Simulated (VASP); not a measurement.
# Ta18N17 (a cell with a defect) in VASP: single point with PBEsol

Aim: the single point of Ta18N17 (a cell with a defect) with PBEsol.

All numbers are computed with VASP 6.6.1; they aren't measurements. Logs are shortened: lines on timing, memory, paths and dates and some standing lists are left out, and cuts for length are marked.

### 1 The cell of the first run

The cell holds a defect, 35 atoms: a = 8.969 Å, b = 8.969 Å, c = 5.792 Å, α = 90.00°, β = 90.00°, γ = 120.00°.

### 2 Single point, PBEsol

Input file INCAR:

```
PREC = Accurate
ENCUT = 520
EDIFF = 1E-6
ISMEAR = 1
SIGMA = 0.1
LREAL = Auto
LASPH = True
NELM = 80
ALGO = Normal
ISIF = 2
LWAVE = False
LCHARG = True
GGA = PS
LELF = True
LVHAR = True
NBANDS = 164
```

Input file KPOINTS:

```
regular mesh
0
Gamma
  2 2 2
```

Input file POSCAR:

```
Ta18N17
1.0
    7.7675072900      4.4845723700      0.0000000000
   -7.7675072400      4.4845724600      0.0000000000
    0.0000000000      0.0000000000      5.7917586500
Ta N
18 17
Direct
   -0.0042434400     -0.0013427100     -0.0021051800
    0.3317779000      0.6671285200      0.0021995400
    0.6696837100      0.3351284800     -0.0041826200
    0.0033647700      0.6719298900      0.2524552900
    0.3157442400      0.3465991800      0.2333753900
    0.6642876300     -0.0044119100      0.2521701900
   -0.0032557400      0.3315928800      0.2469707600
    0.3337948100      0.0034826500      0.2528454100
    0.6572293100      0.6583705200      0.2505577200
   -0.0016614700      0.0005046000      0.4978780300
    0.3364505400      0.6652598500      0.5024225800
    0.6829820000      0.3430047300      0.5117182400
    0.0006463100      0.6694936300      0.7520528100
    0.3319157000      0.3198644700      0.7486155900
    0.6622329700     -0.0055290600      0.7531866000
   -0.0020312900      0.3315547800      0.7469553800
    0.3304056800     -0.0019031200      0.7584353500
    0.6567411300      0.6601876800      0.7491561200
    0.1270918600      0.8698478000      0.0003442300
    0.4587648700      0.5274918200     -0.0084009400
    0.7953069400      0.1973969100      0.0024250500
    0.0690373000      0.5375902300      0.0018973500
    0.4067264700      0.2080025800      0.0176961900
    0.7327732200      0.8616332800      0.0004298700
    0.1247649600      0.2623937200     -0.0148039900
    0.4650295800      0.9284837400      0.0092663600
    0.7957067500      0.5950079300      0.0061992100
    0.1327820100      0.8714552200      0.5042794900
    0.7982148800      0.1951522000      0.5014372200
    0.0729492600      0.5386277700      0.5023909800
    0.4868057000      0.3694782500      0.4489194100
    0.7315324200      0.8621239500      0.4995269500
    0.1321616900      0.2651874200      0.5024419500
    0.4590686300      0.9277155600      0.5037551300
    0.8064424600      0.6044398700      0.5015923700
```

Potentials or basis: VASP PAW PBE potentials, release 64 (Ta_pv, N).

Run with:

```sh
$ cat potpaw_PBE.64/Ta_pv/POTCAR potpaw_PBE.64/N/POTCAR > POTCAR
$ mpirun -np 1 vasp_std > vasp.out
```

OUTCAR:

```text
PREC = Accurate
   ENCUT = 520
   EDIFF = 1E-6
   ISMEAR = 1
   LREAL = Auto
   LASPH = True
   NELM = 80
   ISIF = 2
   GGA = PS

 ion  position               nearest neighbor table
   1  0.996  0.999  0.998-  19 2.02  24 2.04  25 2.05  10 2.90  10 2.90  14 3.28  15 3.29  13 3.30
                             5 3.30   6 3.31  17 3.31   4 3.31  16 3.31   7 3.31   8 3.35  18 3.36
   2  0.332  0.667  0.002-  26 2.03  22 2.04  20 2.07  11 2.90  11 2.90   5 3.11  15 3.28   9 3.29
                            18 3.29  17 3.29   6 3.30   4 3.30  13 3.31   7 3.32   8 3.34  16 3.35
   3  0.670  0.335  0.996-  27 2.02  21 2.05  23 2.05  12 2.81  12 2.99   7 3.29  14 3.29  16 3.29
                            18 3.30  13 3.30   9 3.30  17 3.33  15 3.33   8 3.34   4 3.35   6 3.37
   4  0.003  0.672  0.252-  35 2.12  19 2.13  28 2.14  22 2.15  30 2.16  27 2.17  13 2.89  13 2.90
                             8 2.97   7 3.02   9 3.05  12 3.28  10 3.29   2 3.30   1 3.31  11 3.35
   5  0.316  0.347  0.233-  31 1.91  20 2.04  25 2.07  33 2.11  23 2.19   7 2.80  14 2.83   9 2.94
                            14 3.00   2 3.11   8 3.16  11 3.18   1 3.30  10 3.35   3 3.51
   6  0.664  0.996  0.252-  26 2.11  32 2.14  29 2.14  21 2.15  24 2.16  34 2.18  15 2.89  15 2.90
                             9 2.99   7 3.00   8 3.00  11 3.29  10 3.30   2 3.30   1 3.31   3 3.37
   7  0.997  0.332  0.247-  21 2.13  22 2.16  29 2.16  25 2.17  33 2.18  30 2.20   5 2.80  16 2.90
                            16 2.90   6 3.00   4 3.02  12 3.25   3 3.29   1 3.31  10 3.31   2 3.32
   8  0.334  0.003  0.253-  23 2.11  34 2.14  26 2.15  28 2.15  19 2.19  17 2.86  17 2.93   4 2.97
                             6 3.00   5 3.16  10 3.31   2 3.34   3 3.34   1 3.35  11 3.37  12 3.43
   9  0.657  0.658  0.251-  27 2.14  32 2.16  24 2.16  20 2.17  35 2.19  31 2.53  18 2.89  18 2.90
                             5 2.94   6 2.99   4 3.05  11 3.25   2 3.29   3 3.30  12 3.32   1 3.38
  10  0.998  0.001  0.498-  28 2.05  33 2.06  32 2.07   1 2.90   1 2.90  14 3.27   4 3.29   6 3.30
                            16 3.30   7 3.31   8 3.31  13 3.32  15 3.33  17 3.35   5 3.35   9 3.38
  11  0.336  0.665  0.502-  34 2.04  30 2.05   2 2.90   2 2.90   5 3.18  18 3.23   9 3.25  15 3.28
                             6 3.29  16 3.33   4 3.35  17 3.36  13 3.36   7 3.36   8 3.37  14 3.39
  12  0.683  0.343  0.512-  31 1.92  35 2.03  29 2.05   3 2.81   3 2.99  16 3.18  13 3.21   7 3.25
                            18 3.27   4 3.28   9 3.32  15 3.34  14 3.34   6 3.39   8 3.43  17 3.44
  13  0.001  0.669  0.752-  35 2.11  19 2.13  22 2.14  28 2.14  30 2.16  27 2.18   4 2.89   4 2.90
                            17 2.95  16 3.02  18 3.04  12 3.21   1 3.30   3 3.30   2 3.31  10 3.32
  14  0.332  0.320  0.749-  31 2.13  23 2.14  33 2.15  20 2.15  25 2.15   5 2.83  17 2.88  18 2.99
[... 6 lines left out ...]
                            13 2.95  15 2.99   2 3.29   1 3.31   3 3.33  10 3.35  11 3.36  12 3.44
  18  0.657  0.660  0.749-  20 2.10  32 2.15  24 2.15  35 2.19  27 2.20   9 2.89   9 2.90  15 2.97
                            14 2.99  13 3.04  11 3.23  12 3.27   2 3.29   3 3.30   1 3.36  10 3.39
  19  0.127  0.870  0.000-   1 2.02  17 2.12   4 2.13  13 2.13   8 2.19
  20  0.459  0.527  0.992-   5 2.04   2 2.07  18 2.10  14 2.15   9 2.17
  21  0.795  0.197  0.002-   3 2.05   7 2.13   6 2.15  15 2.16  16 2.18
  22  0.069  0.538  0.002-   2 2.04  13 2.14   4 2.15   7 2.16  16 2.20
  23  0.407  0.208  0.018-   3 2.05   8 2.11  14 2.14   5 2.19  17 2.23
  24  0.733  0.862  0.000-   1 2.04  18 2.15  15 2.15   9 2.16   6 2.16
  25  0.125  0.262  0.985-   1 2.05   5 2.07  16 2.07  14 2.15   7 2.17
  26  0.465  0.928  0.009-   2 2.03   6 2.11   8 2.15  15 2.15  17 2.17
  27  0.796  0.595  0.006-   3 2.02   9 2.14   4 2.17  13 2.18  18 2.20
  28  0.133  0.871  0.504-  10 2.05  17 2.14  13 2.14   4 2.14   8 2.15
  29  0.798  0.195  0.501-  12 2.05  16 2.13   6 2.14  15 2.16   7 2.16
  30  0.073  0.539  0.502-  11 2.05  13 2.16  16 2.16   4 2.16   7 2.20
  31  0.487  0.369  0.449-   5 1.91  12 1.92  14 2.13   9 2.53
  32  0.732  0.862  0.500-  10 2.07   6 2.14  18 2.15   9 2.16  15 2.17
  33  0.132  0.265  0.502-  10 2.06   5 2.11  16 2.13  14 2.15   7 2.18
  34  0.459  0.928  0.504-  11 2.04   8 2.14  17 2.15  15 2.16   6 2.18
  35  0.806  0.604  0.502-  12 2.03  13 2.11   4 2.12  18 2.19   9 2.19

  LATTYP: Found a hexagonal cell.
 ALAT       =     8.9691448222
 C/A-ratio  =     0.6457425724

  Lattice vectors:

 A1 = (   7.7675072900,   4.4845723700,   0.0000000000)
 A2 = (  -7.7675072400,   4.4845724600,   0.0000000000)
 A3 = (   0.0000000000,   0.0000000000,   5.7917586500)

Analysis of symmetry for initial positions (statically):
=====================================================================
 Subroutine PRICEL returns:
 Original cell was already a primitive cell.

 Routine SETGRP: Setting up the symmetry group for a
 hexagonal supercell.

 Subroutine GETGRP returns: Found  1 space group operations
 (whereof  1 operations were pure point group operations)
 out of a pool of 24 trial point group operations.

The static configuration has the point symmetry C_1 .

Analysis of symmetry for dynamics (positions and initial velocities):
=====================================================================
 Subroutine PRICEL returns:
 Original cell was already a primitive cell.

 Routine SETGRP: Setting up the symmetry group for a
 hexagonal supercell.

 Subroutine GETGRP returns: Found  1 space group operations
 (whereof  1 operations were pure point group operations)
 out of a pool of 24 trial point group operations.

The dynamic configuration has the point symmetry C_1 .

 Subroutine INISYM returns: Found  1 space group operations
 (whereof  1 operations are pure point group operations),
[... 105 lines left out ...]

  Length of vectors
     0.064370715  0.064370715  0.086329564

  Shift w.r.t. Gamma in fractional coordinates (k-lattice)
     0.000000000  0.000000000  0.000000000

 Subroutine IBZKPT returns following result:
 ===========================================

 Found      8 irreducible k-points:

 Following reciprocal coordinates:
            Coordinates               Weight
  0.000000  0.000000  0.000000      1.000000
  0.500000  0.000000  0.000000      1.000000
  0.000000  0.500000  0.000000      1.000000
  0.500000  0.500000  0.000000      1.000000
  0.000000  0.000000  0.500000      1.000000
  0.500000  0.000000  0.500000      1.000000
  0.000000  0.500000  0.500000      1.000000
  0.500000  0.500000  0.500000      1.000000
   k-points           NKPTS =      8   k-points in BZ     NKDIM =      8   number of bands    NBANDS=    164
   number of dos      NEDOS =    301   number of ions     NIONS =     35
   total plane-waves  NPLWV = 235200
   dimension x,y,z NGX =    70 NGY =   70 NGZ =   48
   dimension x,y,z NGXF=   140 NGYF=  140 NGZF=   96
   ions per type =              18  17
   NGX,Y,Z   is equivalent  to a cutoff of  12.97, 12.97, 13.78 a.u.
   NGXF,Y,Z  is equivalent  to a cutoff of  25.95, 25.95, 27.56 a.u.
 SYSTEM =  unknown system
   PREC   = accura    normal or accurate (medium, high low for compatibility)
   ISTART =      0    job   : 0-new  1-cont  2-samecut
   ICHARG =      2    charge: 1-file 2-atom 10-const
   ISPIN  =      1    spin polarized calculation?
   LNONCOLLINEAR =      F non collinear calculations
   LSORBIT =      F    spin-orbit coupling
   LASPH  =      T    aspherical Exc in radial PAW
   ENCUT  =  520.0 eV  38.22 Ry    6.18 a.u.  16.68 16.68 10.77*2*pi/ulx,y,z
   NELM   =     80;   NELMIN=  2; NELMDL= -5     # of ELM steps
   EDIFF  = 0.1E-05   stopping-criterion for ELM
   LREAL  =      T    real-space projection
   EDIFFG = 0.1E-04   stopping-criterion for IOM
   NSW    =      0    number of steps for IOM
   IBRION =     -1    ionic relax: 0-MD 1-quasi-New 2-CG
   NFREE  =      0    steps in history (QN), initial steepest desc. (CG)
   ISIF   =      2    stress and relaxation
   ISYM   =      2    0-nonsym 1-usesym 2-fastsym
   POTIM  = 0.5000    time-step for ionic-motion
   TEBEG  =    0.0;   TEEND  =   0.0 temperature during run
   PSTRESS=    0.0 pullay stress
   NELECT =     283.0000    total number of electrons
   NUPDOWN=      -1.0000    fix difference up-down
   EMIN   =  10.00;   EMAX   =-10.00  energy-range for DOS
   EFERMI =   0.00;   METHOD = LEGACY
   ISMEAR =     1;   SIGMA  =   0.10  broadening in eV -4-tet -1-fermi 0-gaus
   EFERMI_NEDOS =   21; number of points for ismear=-14 and -15
   IALGO  =     38    algorithm
   IMIX   =      4    mixing-type and parameters
     AMIX     =   0.40;   BMIX     =  1.00
     AMIX_MAG =   1.60;   BMIX_MAG =  1.00
  volume/ion in A,a.u.               =      11.53        77.80
  Fermi-wavevector in a.u.,A,eV,Ry     =   1.454530  2.748663 28.785256  2.115657
  Thomas-Fermi vector in A             =   2.571670
   LORBIT       =      0    0 simple, 1 ext, 2 COOP (PROOUT), +10 PAW based schemes
   GGA     = PS    functional components
   LHFCALC =     F    Hartree Fock is set to
   AEXX    =    0.0000 exact exchange contribution
   IVDW    =     0    specifies the selected vdW correction
   LEPSILON=     F    determine dielectric tensor
   LRPA    =     F    only Hartree local field effects (RPA)
 non-spin polarized calculation
 Methfessel and Paxton  Order N= 1 SIGMA  =   0.10
  energy-cutoff  :      520.00
  volume of cell :      403.50
 maximum number of plane-waves:     10900
 NGX is ok and might be reduce to    70
   NGX = 33   NGY = 33   NGZ = 21

 number of electron     283.0000000 magnetization

 Free energy of the ion-electron system (eV)
  ---------------------------------------------------
  ext. energy  EPLUGINS =         0.00000000
  ---------------------------------------------------
  free energy    TOTEN  =      -411.45192759 eV

  energy without entropy =     -411.45353907  energy(sigma->0) =     -411.45246475

 E-fermi :   7.8643     XC(G=0): -13.1318

 val. band max:        7.8488365490   @ k =   0.0000   0.5000   0.5000
 cond. band min:       7.9070996260   @ k =   0.5000   0.5000   0.5000
 fundamental gap:      0.0582630770
 Fermi energy:         7.8643303610

 k-point     1 :       0.0000    0.0000    0.0000
  band No.  band energies     occupation
      1     -28.4197      2.00000
      2     -28.3804      2.00000
      3     -28.3364      2.00000
      4     -28.1850      2.00000
      5     -28.1179      2.00000
      6     -28.1092      2.00000
[... 1237 lines left out ...]
    152       9.0025     -0.00000
    153       9.2086     -0.00000
 [bands above 153 left out]

------------------------ aborting loop because EDIFF is reached ----------------------------------------

  FORCE on cell =-STRESS in cart. coord.  units (eV):
  Direction    XX          YY          ZZ          XY          YZ          ZX
  --------------------------------------------------------------------------------------
  -------------------------------------------------------------------------------------
  Total        3.4366947     -0.9188812     21.9401573      4.4808282      2.9573663      4.1508636
  in kB       13.6460945     -3.6486047     87.1178517     17.7920385     11.7428236     16.4818472
  external PRESSURE =      32.3717805 kB  Pullay stress =       0.0000000 kB

 VOLUME and BASIS-vectors are now :
 -----------------------------------------------------------------------------
  energy-cutoff  :      520.00
  volume of cell :      403.50
      direct lattice vectors                 reciprocal lattice vectors
     7.767507290  4.484572370  0.000000000     0.064370716  0.111493349  0.000000000
    -7.767507240  4.484572460  0.000000000    -0.064370715  0.111493350  0.000000000
     0.000000000  0.000000000  5.791758650     0.000000000  0.000000000  0.172659128

 POSITION                                       TOTAL-FORCE (eV/Angst)
 -----------------------------------------------------------------------------------
     -0.02253      8.94409      5.77957        -0.358067     -0.079218     -0.015721
     -2.60484      4.47967      0.01274         0.538023      0.149447     -0.002093
      2.59866      4.50615      5.76753         0.450577     -0.727461      0.031727
     -5.19308      3.02841      1.46216         0.166864     -0.266413      0.288483
     -0.23967      2.97033      1.35165         0.379048     -0.325273      0.546965
     -2.57338      7.44383      1.46051        -0.016609      0.026863      0.114920
[... 27 lines left out ...]
     -3.64022      6.21913      2.91763        -0.036676      0.314449     -0.165103
      1.56906      6.32720      2.90510        -0.264927     -0.249115      0.051931
 -----------------------------------------------------------------------------------
    total drift:                               -0.003255     -0.001288     -0.002289

  FREE ENERGIE OF THE ION-ELECTRON SYSTEM (eV)
  ---------------------------------------------------
  free  energy   TOTEN  =      -411.4519275856 eV

  energy  without entropy=     -411.4535390728  energy(sigma->0) =     -411.45246475
```

Run time: 43 min. Hardware: 1 thread of Oxide Virtual Turin-like, shared host; peak memory 0.69 GiB.

What came out:

```yaml
Free_energy: -411.4519 eV
Pressure: 3.2 GPa
Largest_force: 1.280 eV/Å
Band_gap_on_the_k_mesh: zero (an odd number of electrons rules out a gap without spin polarisation)
```

Forces in eV/Å, atoms in the order of the input:
```
Ta  -0.358 -0.079 -0.016
Ta   0.538  0.149 -0.002
Ta   0.451 -0.727  0.032
Ta   0.167 -0.266  0.288
Ta   0.379 -0.325  0.547
Ta  -0.017  0.027  0.115
Ta  -0.486  0.012  0.195
Ta   0.126 -0.020  0.954
Ta  -0.206  0.198  0.628
Ta   0.249  0.135 -0.029
Ta   0.109 -0.032  0.180
Ta  -0.033  0.325  0.338
Ta   0.018  0.012 -0.090
Ta  -0.216  0.972 -0.202
Ta   0.022  0.176 -0.067
Ta  -0.216  0.093  0.196
Ta   0.418  0.201 -0.395
Ta  -0.139  0.762 -0.016
N    0.361  0.365  0.191
N   -0.153  0.583 -0.054
N   -0.320  0.080 -0.248
N    0.115 -0.171 -0.159
N    0.039 -0.475 -0.576
N    0.107  0.215 -0.037
N   -0.089 -1.272  0.110
N   -0.206 -0.223 -0.296
N   -0.066  0.007 -0.180
N   -0.193  0.163 -0.176
N    0.164 -0.102 -0.184
N    0.245 -0.220 -0.148
N   -0.346 -0.759 -0.706
N    0.065 -0.053  0.183
N   -0.230  0.185 -0.263
N   -0.037  0.314 -0.165
N   -0.265 -0.249  0.052
```

Stress tensor (GPa, compression positive):
```
 1.36  1.78  1.65
 1.78 -0.36  1.17
 1.65  1.17  8.71
```

Caveat: the k points lie up to 0.54 Å⁻¹ apart, too coarse for converged energies and pressures of a metal; the PAW data sets were made with another functional, which shifts forces and pressure a little; spin-orbit coupling is left out, which moves the levels of the heavy elements.
